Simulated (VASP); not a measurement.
Runs of VASP 6.6.1 on KBr. The structure is that of space group Pm-3m (No. 221), or close to it. The cells are those of the table. 

```tsv
cell	gap on the mesh (eV)	pressure (GPa)
a = 4.010 Å, 2 atoms	(c)	(b)
a = 4.077 Å, 2 atoms	4.06	0.8
a = 3.940 Å, 2 atoms	4.37	2.9
a = 4.142 Å, 2 atoms	(a)	0.2
a = 4.174 Å, 2 atoms	(d)	-0.1
a = 3.975 Å, 2 atoms	4.29	2.3
a = 4.110 Å, 2 atoms	3.99	0.5
a = 3.904 Å, 2 atoms	4.47	3.6
```

Alike in all rows: task single point; level revPBE; potentials or basis VASP PAW PBE potentials, release 64 (K_sv, Br); no spin polarisation; k mesh 4 × 4 × 4; cutoff (eV) 500; smearing methfessel-paxton 0.02 eV.

Problem. Fill in the values left out.

Solution. (a) 3.93; (b) 1.7; (c) 4.20; (d) 3.87.

Caveats: the PAW data sets were made with another functional, which shifts forces and pressure a little.

A k mesh can miss the band edges, and the runs leave out spin-orbit coupling on Br.
